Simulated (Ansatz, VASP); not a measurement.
## W in VASP and in Ansatz

Contents of POSCAR:

```
W
1.0
   -1.5959048000      1.5959048000      1.5959048000
    1.5959048000     -1.5959048000      1.5959048000
    1.5959048000      1.5959048000     -1.5959048000
W
1
Direct
    0.0000000000      0.0000000000      0.0000000000
```

File INCAR.step1:

```
SYSTEM = W
PREC = Accurate ; ENCUT = 550
ISMEAR = -1 ; SIGMA = 0.1
LREAL = .False. ; LASPH = .True.
NELM = 200 ; LMAXMIX = 4
LDAU = .True. ; LDAUTYPE = 2
LDAUL = 2 ; LDAUU = 5
LDAUJ = 0 ; NBANDS = 13
GGA = PE ; ALGO = Normal
EDIFF = 1E-5 ; LWAVE = .True.
LCHARG = .False. ; GGA_COMPAT = .False.
```

The input INCAR.step2:

```
SYSTEM = W
PREC = Accurate ; ENCUT = 550
EDIFF = 1E-6 ; ISMEAR = -1
SIGMA = 0.1 ; LREAL = .False.
LASPH = .True. ; NELM = 200
ALGO = Normal ; ISIF = 2
LWAVE = .False. ; LCHARG = .False.
LMAXMIX = 4 ; LDAU = .True.
LDAUTYPE = 2 ; LDAUL = 2
LDAUU = 5 ; LDAUJ = 0
LDAUPRINT = 1 ; METAGGA = R2SCAN
LMIXTAU = .True. ; NBANDS = 13
ISTART = 1 ; GGA_COMPAT = .False.
```

KPOINTS

```
Automatic mesh
0
Gamma
  8 8 8
  0 0 0
```

Input for Ansatz:

```yaml
crystal:
  lattice:
    - [-1.5959048, 1.5959048, 1.5959048]
    - [1.5959048, -1.5959048, 1.5959048]
    - [1.5959048, 1.5959048, -1.5959048]
  atoms:
    - { symbol: W, position: [0.0, 0.0, 0.0] }
  symmetry: { tolerance: 0.0003 }
kpoints:
  mp_grid: { grid: [8, 8, 8], shift: [0, 0, 0] }
magnetization:
  spin_polarized: false
scf:
  occupations: { method: fermi_dirac }
hamiltonian:
  pseudopotentials: { kind: paw }
  xc: r2scan
  hubbard: { sites: [{ species: W, l: d, u_eff: 5.0 }], double_counting: fll }
basis:
  ecutwfc: 500
output:
  forces: true
  stress: true
  eigenvalues: true
  write_density: true
  write_potential: true
  elf: true
  volumetric_format: npy
```

Alike in both runs: task single point; functional r2SCAN; k mesh 8 × 8 × 8; no spin polarisation; Hubbard terms W d U = 5.0 eV.

|  | VASP | Ansatz |
| --- | --- | --- |
| version | VASP 6.6.1 | Ansatz 0.2.0 |
| potentials or method | VASP PAW PBE potentials, release 64 (W_sv), cutoff 550 eV | PAW plane waves |
| occupations | fermi-dirac, width 0.1 eV | fermi-dirac |
| valence electrons in the cell | 14 | 14 |

|  | VASP | Ansatz | Ansatz less VASP |
| --- | --- | --- | --- |
| gap on the k mesh at the Fermi level (eV) | none | none | - |
| pressure (GPa) | 9.4 | 0.3 | -9.03 |

VASP's potentials were made for PBE, not for r2SCAN. The programs project onto different local orbitals, so the same U acts differently, and such runs can settle in different states. A gap of «none» marks a metal or a gap that the smearing closes. Ansatz's warnings: filled band counts differ across k points.

Neither program's run includes spin-orbit coupling.
